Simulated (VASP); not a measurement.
The system is CdF2.

```xyz
3
Lattice="0.0514 2.6826 2.6826 2.6826 0.0514 2.6826 2.7340 2.7340 0.0000" Properties=species:S:1:pos:R:3 pbc="T T T"
Cd    0.0000    0.0000    0.0000
F     1.3670    1.3670    1.3281
F     4.1009    4.1009    4.0371
```

This cell differs from its parent crystal: shear xy strain +3.8%.

Base run:

```yaml
Program: VASP 6.6.1
Functional: r2SCAN
Potentials_or_basis: VASP PAW PBE potentials, release 64 (Cd, F)
Cutoff: 520 eV
k_mesh: 8 × 8 × 8
Occupations: gaussian, width 0.01 eV
Spin: no spin polarisation
```

Its results: band gap on the k mesh 3.80 eV (least direct gap 4.21 eV); pressure 2.7 GPa; largest force 0.014 eV/Å.

**Question.** The run is repeated on the same cell with these changes: functional from r2SCAN to PBE; occupations from gaussian, width 0.01 eV to fermi-dirac, width 0.02 eV. What comes out?

**Answer.** Band gap on the k mesh 3.11 eV (least direct gap 3.53 eV); pressure 7.9 GPa; largest force 0.024 eV/Å.

Caveats: the PAW data sets were made with another functional, which shifts forces and pressure a little (at least some runs); the cell stands under pressure (at least some runs).

A k mesh can miss the band edges.
